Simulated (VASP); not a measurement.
# CuAu (P4/mmm) in VASP: notebook

CuAu is run at these levels: PBE; tasks: electric field gradients, single point.

All numbers are computed with VASP 6.6.1; they aren't measurements. Logs are shortened: lines on timing, memory, paths and dates and some standing lists are left out, and cuts for length are marked.

### Step 1. The cell of the first run

The structure is tetragonal, space group P4/mmm (No. 123). The conventional cell has a = 2.855 Å, b = 2.855 Å, c = 3.742 Å, α = 90.00°, β = 90.00°, γ = 90.00°. Within 3.8 Å of Cu (site symmetry 4/mmm) lie 8 Au at 2.75 Å and 6 Cu at 2.85 to 3.74 Å. Within 3.8 Å of Au (site symmetry 4/mmm) lie 8 Cu at 2.75 Å and 6 Au at 2.85 to 3.74 Å.

### Step 2. Electric field gradients, PBE (15.25 Å³/atom)

INCAR reads:

```
SYSTEM = CuAu
  ALGO = Normal
  EDIFF = 1E-8
  ENCUT = 520
  GGA = PE
  ISIF = 2
  ISMEAR = -1
  LASPH = .TRUE.
  LCHARG = .FALSE.
  LEFG = .TRUE.
  LREAL = .FALSE.
  LWAVE = .FALSE.
  NBANDS = 18
  NELM = 100
  PREC = Accurate
  SIGMA = 0.08
```

KPOINTS reads:

```
k-points
0
G
  12 12 9
  0 0 0
```

POSCAR reads:

```
CuAu
1.0
    2.8549159028      0.0000000000      0.0000000000
    0.0000000000      2.8549159028      0.0000000000
    0.0000000000      0.0000000000      3.7419790583
Cu Au
1 1
Direct
    0.5000000000      0.5000000000      0.5000000000
    0.0000000000      0.0000000000      0.0000000000
```

Potentials or basis: VASP PAW PBE potentials, release 64 (Cu, Au).

Started as:

```sh
$ cat potpaw_PBE.64/Cu/POTCAR potpaw_PBE.64/Au/POTCAR > POTCAR
$ mpirun -np 1 vasp_std > vasp.out
```

OUTCAR:

```text
SYSTEM = CuAu
   EDIFF = 1E-8
   ENCUT = 520
   GGA = PE
   ISIF = 2
   ISMEAR = -1
   LASPH = .TRUE.
   LREAL = .FALSE.
   NELM = 100
   PREC = Accurate

 ion  position               nearest neighbor table
   1  0.500  0.500  0.500-   2 2.75   2 2.75   2 2.75   2 2.75   2 2.75   2 2.75   2 2.75   2 2.75

   2  0.000  0.000  0.000-   1 2.75   1 2.75   1 2.75   1 2.75   1 2.75   1 2.75   1 2.75   1 2.75

  LATTYP: Found a simple tetragonal cell.
 ALAT       =     2.8549159028
 C/A-ratio  =     1.3107142857

  Lattice vectors:

 A1 = (   2.8549159028,   0.0000000000,   0.0000000000)
 A2 = (   0.0000000000,   2.8549159028,   0.0000000000)
 A3 = (   0.0000000000,   0.0000000000,   3.7419790583)

Analysis of symmetry for initial positions (statically):
=====================================================================
 Subroutine PRICEL returns:
 Original cell was already a primitive cell.

 Routine SETGRP: Setting up the symmetry group for a
 simple tetragonal supercell.

 Subroutine GETGRP returns: Found 16 space group operations
 (whereof 16 operations were pure point group operations)
 out of a pool of 16 trial point group operations.

The static configuration has the point symmetry D_4h.

Analysis of symmetry for dynamics (positions and initial velocities):
=====================================================================
 Subroutine PRICEL returns:
 Original cell was already a primitive cell.

 Routine SETGRP: Setting up the symmetry group for a
 simple tetragonal supercell.

 Subroutine GETGRP returns: Found 16 space group operations
 (whereof 16 operations were pure point group operations)
 out of a pool of 16 trial point group operations.

The dynamic configuration has the point symmetry D_4h.

 Subroutine INISYM returns: Found 16 space group operations
 (whereof 16 operations are pure point group operations),
 and found     1 'primitive' translations

----------------------------------------------------------------------------------------

                                     Primitive cell

  volume of cell :      30.4992

  direct lattice vectors                    reciprocal lattice vectors
[... 121 lines left out ...]
 maximum number of plane-waves:       836
 NGX is ok and might be reduce to    24
   NGX = 11   NGY = 11   NGZ = 13

 number of electron      22.0000008 magnetization

 Free energy of the ion-electron system (eV)
  ---------------------------------------------------
  ext. energy  EPLUGINS =         0.00000000
  ---------------------------------------------------
  free energy    TOTEN  =        -7.06502854 eV

  energy without entropy =       -7.04988430  energy(sigma->0) =       -7.05745642

 E-fermi :   8.0144     XC(G=0): -12.3916

 val. band max:        8.0064936675   @ k =   0.4167   0.2500   0.3333
 cond. band min:       8.0222775478   @ k =   0.5000   0.1667   0.1111
 fundamental gap:      0.0157838802
 Fermi energy:         8.0144260905

 k-point     1 :       0.0000    0.0000    0.0000
  band No.  band energies     occupation
      1      -1.2802      2.00000
      2       1.8216      2.00000
      3       1.9674      2.00000
      4       4.1774      2.00000
      5       4.1774      2.00000
      6       5.1562      2.00000
[... 481 lines left out ...]
      5       4.7516      2.00000
      6       5.8649      2.00000
[... 10 lines left out ...]
     17      20.4543      0.00000
     18      20.5071      0.00000

 [... further k-points ...]

------------------------ aborting loop because EDIFF is reached ----------------------------------------

  FORCE on cell =-STRESS in cart. coord.  units (eV):
  Direction    XX          YY          ZZ          XY          YZ          ZX
  --------------------------------------------------------------------------------------
  -------------------------------------------------------------------------------------
  Total       -0.3035602     -0.3035602     -0.5594119      0.0000000     -0.0000000     -0.0000000
  in kB      -15.9465730    -15.9465730    -29.3869370      0.0000000     -0.0000000     -0.0000000
  external PRESSURE =     -20.4266943 kB  Pullay stress =       0.0000000 kB

 VOLUME and BASIS-vectors are now :
 -----------------------------------------------------------------------------
  energy-cutoff  :      520.00
  volume of cell :       30.50
      direct lattice vectors                 reciprocal lattice vectors
     2.854915903  0.000000000  0.000000000     0.350273015  0.000000000  0.000000000
     0.000000000  2.854915903  0.000000000     0.000000000  0.350273015  0.000000000
     0.000000000  0.000000000  3.741979058     0.000000000  0.000000000  0.267238267

 POSITION                                       TOTAL-FORCE (eV/Angst)
 -----------------------------------------------------------------------------------
      1.42746      1.42746      1.87099         0.000000      0.000000      0.000000
      0.00000      0.00000      0.00000         0.000000      0.000000      0.000000
 -----------------------------------------------------------------------------------
    total drift:                                0.000000      0.000000     -0.000000

  FREE ENERGIE OF THE ION-ELECTRON SYSTEM (eV)
  ---------------------------------------------------
  free  energy   TOTEN  =        -7.0650285350 eV

  energy  without entropy=       -7.0498842992  energy(sigma->0) =       -7.05745642

 Electric field gradients (V/A^2)
---------------------------------------------------------------------
 ion       V_xx      V_yy      V_zz      V_xy      V_xz      V_yz
---------------------------------------------------------------------
   1       4.837     4.837    -9.673    -0.000    -0.000    -0.000
   2     -40.316   -40.316    80.632     0.000    -0.000     0.000
---------------------------------------------------------------------

 Electric field gradients after diagonalization (V/A^2)
 (convention: |V_zz| > |V_xx| > |V_yy|)
----------------------------------------------------------------------
 ion       V_xx      V_yy      V_zz     asymmetry (V_yy - V_xx)/ V_zz
----------------------------------------------------------------------
   1       4.837     4.837    -9.673       0.000
   2     -40.316   -40.316    80.632       0.000
----------------------------------------------------------------------

           NMR quadrupolar parameters

 Cq : quadrupolar parameter    Cq=e*Q*V_zz/h
 eta: asymmetry parameters     (V_yy - V_xx)/ V_zz
 Q  : nuclear electric quadrupole moment in mb (millibarn)
----------------------------------------------------------------------
 ion       Cq(MHz)       eta       Q (mb)
----------------------------------------------------------------------
   1      -0.023       0.000       1.000
   2       0.195       0.000       1.000
----------------------------------------------------------------------
```

stdout:

```text
POSCAR found type information on POSCAR CuAu
 POSCAR found :  2 types and       2 ions
 scaLAPACK will be used
 LDA part: xc-table for (Slater+PW92), standard interpolation
 POSCAR, INCAR and KPOINTS ok, starting setup
 FFT: planning ... GRIDC
 FFT: planning ... GRID_SOFT
 FFT: planning ... GRID
 WAVECAR not read
 entering main loop
ion   1

ion   2
```

Run time: 65 s. Hardware: 1 thread of Intel Xeon 8259CL, shared host; peak memory 0.21 GiB.

What came out:

* Free energy: -7.0650 eV
* Pressure: -2.0 GPa
* Band gap on the k mesh: zero (bands 11 and 12 overlap by 6.93 eV)
* Largest electric field gradient by atom: Cu -9.7; Au +80.6 V/Å²

Electric field gradients, principal values (V/Å²):
| atom | least | middle | greatest (by size) |
| --- | --- | --- | --- |
| 1 Cu | 4.837 | 4.837 | -9.673 |
| 2 Au | -40.316 | -40.316 | 80.632 |

Caveat: without QUAD_EFG the Cq values of the log hold for a quadrupole moment of 1 mb, not for the nuclei; spin-orbit coupling is left out, which moves the levels of the heavy elements.

### Step 3. Single point, PBE

This run uses another cell than the first one, of 14.39 Å³/atom.

POSCAR reads:

```
CuAu
1.0
    2.8000000000      0.0000000000      0.0000000000
    0.0000000000      2.8000000000      0.0000000000
    0.0000000000      0.0000000000      3.6700000000
Cu Au
1 1
Direct
    0.5000000000      0.5000000000      0.5000000000
    0.0000000000      0.0000000000      0.0000000000
```

INCAR.step1 reads:

```
  ALGO = Normal
  EDIFF = 1E-6
  ENCUT = 520
  GGA = PE
  ISIF = 2
  ISMEAR = -1
  LASPH = True
  LCHARG = True
  LMAXMIX = 4
  LREAL = False
  LWAVE = False
  NBANDS = 18
  NELM = 100
  PREC = Accurate
  SIGMA = 0.08
```

KPOINTS.step1 reads:

```
k-points
0
Gamma
  12 12 9
```

INCAR.step2 reads:

```
  ALGO = Normal
  EDIFF = 1E-6
  ENCUT = 520
  GGA = PE
  ICHARG = 11
  ISIF = 2
  ISMEAR = -5
  LASPH = True
  LCHARG = False
  LMAXMIX = 4
  LORBIT = 10
  LREAL = False
  LWAVE = False
  NBANDS = 18
  NEDOS = 1001
  NELM = 100
  PREC = Accurate
  SIGMA = 0.08
```

KPOINTS.step2 reads:

```
k-points
0
Gamma
  18 18 14
```

Potentials or basis: VASP PAW PBE potentials, release 64 (Cu, Au).

Started as:

```sh
$ cat potpaw_PBE.64/Cu/POTCAR potpaw_PBE.64/Au/POTCAR > POTCAR
$ cp INCAR.step1 INCAR
$ cp KPOINTS.step1 KPOINTS
$ mpirun -np 1 vasp_std > vasp.out
$ cp INCAR.step2 INCAR
$ cp KPOINTS.step2 KPOINTS
$ mpirun -np 1 vasp_std > vasp.out
```

It took 2.5 min on 1 thread of Intel Xeon 8259CL, shared host; peak memory 0.35 GiB.

It converged, with:

- Valence electrons inside the program's atomic spheres: Cu 9.93; Au 9.74

Levels at points of the mesh, in eV from the Fermi level:
| k point | band 8 | band 9 | band 10 | band 11 | band 12 | band 13 | band 14 | band 15 |
| --- | --- | --- | --- | --- | --- | --- | --- | --- |
| (0.00, 0.00, 0.00) | -2.23 | -1.77 | -1.54 | -1.54 | 2.03 | 8.08 | 10.01 | 10.01 |
| (0.50, 0.00, 0.00) | -3.07 | -2.49 | -2.28 | -0.93 | -0.19 | 9.41 | 9.50 | 11.38 |
| (0.50, 0.50, 0.00) | -1.72 | -1.45 | -1.45 | 0.58 | 0.58 | 5.16 | 6.90 | 10.07 |
| (0.00, 0.00, 0.50) | -2.83 | -2.44 | -2.42 | -2.42 | -2.06 | 14.34 | 14.61 | 14.61 |
| (0.50, 0.00, 0.50) | -1.80 | -1.67 | -1.62 | -1.15 | -1.14 | 2.67 | 4.40 | 15.85 |
| (0.50, 0.50, 0.50) | -2.23 | -1.72 | -1.71 | 5.36 | 5.47 | 5.47 | 6.21 | 6.88 |

Caveat: spin-orbit coupling is left out, which moves the levels of the heavy elements; tetrahedron occupations give inexact forces and stress in metals.
